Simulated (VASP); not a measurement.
A run of VASP 6.6.1 is set up as follows.

The input INCAR:

```
SYSTEM = Sn
PREC = Accurate
ENCUT = 520
EDIFF = 1E-7
ISMEAR = 0
SIGMA = 0.1
LREAL = .False.
LASPH = .True.
NELM = 60
ALGO = Fast
ISIF = 2
LWAVE = .False.
LCHARG = .True.
GGA = PE
LELF = .True.
LVHAR = .True.
NBANDS = 43
```

The input KPOINTS:

```
regular mesh
0
Gamma
  8 8 8
  0 0 0
```

POSCAR

```
Sn
1.0
    4.6052748131     -0.0198469407      0.0739368201
    1.3843044128      6.0099039879     -0.0946727233
    1.5735766108      1.7623138860      5.3988324495
Sn
5
Direct
    0.0574850903      0.1142811818      0.7870930137
    0.6392380937      1.0000001204      0.3691172517
    0.5684980688      0.7523834759      0.9942505095
    0.1502959579      0.6381493110      0.5763709440
    0.1039380523      0.3761794758      0.1817159488
```

Potentials or basis: VASP PAW PBE potentials, release 64 (Sn_d).

Run with:

```bash
$ cat potpaw_PBE.64/Sn_d/POTCAR > POTCAR
$ mpirun -np 1 vasp_std > vasp.out
```

(1) Predict the largest force.

(2) Predict the pressure.

(3) Predict the band gap on the k mesh.

## Answers

(1) 0.003 eV/Å.

(2) -0.1 GPa.

(3) zero (bands 35 and 36 overlap by 1.71 eV).

Caveat: spin-orbit coupling is left out, which moves the levels of the heavy elements.
